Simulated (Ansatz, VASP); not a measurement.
## As: VASP beside Ansatz

File INCAR:

```
AGGAC = 1.0
AGGAX = 1.0
ALDAC = 0.0
ALDAX = 1.0
ALGO = Normal
EDIFF = 1E-6
ENCUT = 520
GGA = B5
ISIF = 2
ISMEAR = -1
LASPH = True
LCHARG = True
LELF = True
LREAL = False
LVHAR = True
LWAVE = False
NBANDS = 18
NELM = 60
PREC = Accurate
SIGMA = 0.1
```

The input KPOINTS:

```
k-points
0
Gamma
  14 14 4
```

File POSCAR:

```
As
1.0
    2.8968526968      0.0000000000      0.0000000000
   -1.4484263484      2.5087480265      0.0000000000
    0.0000000000      0.0000000000     10.9754100175
As
4
Direct
    1.0000000000      0.0000000000      0.0000000000
    1.0000000000      0.0000000000      0.5000000000
    0.3333333333      0.6666666667      0.2500000000
    0.6666666667      0.3333333333      0.7500000000
```

Input for Ansatz:

```yaml
crystal:
  lattice:
    - [2.8968526968, 0.0, 0.0]
    - [-1.4484263484, 2.5087480265, 0.0]
    - [0.0, 0.0, 10.9754100175]
  atoms:
    - { symbol: As, position: [1.0, 0.0, 0.0] }
    - { symbol: As, position: [1.0, 0.0, 0.5] }
    - { symbol: As, position: [0.3333333333, 0.6666666667, 0.25] }
    - { symbol: As, position: [0.6666666667, 0.3333333333, 0.75] }
hamiltonian:
  xc: blyp
  pseudopotentials:
    kind: paw
    azcp:
      As: "pseudopotentials/As.paw.azcp"
basis:
  ecutwfc: 420
  fft_grid_basis: typed
kpoints:
  mp_grid: { grid: [14, 14, 4], shift: [0, 0, 0] }
magnetization:
  spin_polarized: false
scf:
  occupations: { method: fermi_dirac, width: 0.1 }
  lower_state_search: "off"
output:
  stress: true
```

Alike in both runs: task single point; functional BLYP; k mesh 14 × 14 × 4; occupations fermi-dirac, width 0.1 eV; no spin polarisation.

|  | VASP | Ansatz |
| --- | --- | --- |
| version | VASP 6.6.1 | Ansatz 0.2.0 |
| potentials or method | VASP PAW PBE potentials, release 64 (As), cutoff 520 eV | plane waves (420 eV) with PAW, scalar-relativistic |
| valence electrons in the cell | 20 | 60 |

Ansatz gave:

```
pressure (GPa)                                                : 6.1
traceless stress, the component that is largest in VASP (GPa) : -1.77
```

Question: What did VASP give for the same quantities?

Answer: Pressure (GPa): 6.4; traceless stress, the component that is largest in VASP (GPa): -1.86.

VASP's potentials were made for PBE, not for BLYP. VASP's potentials hold 20 valence electrons a cell and Ansatz's 60, so a difference there can come from the potentials and not from the codes.
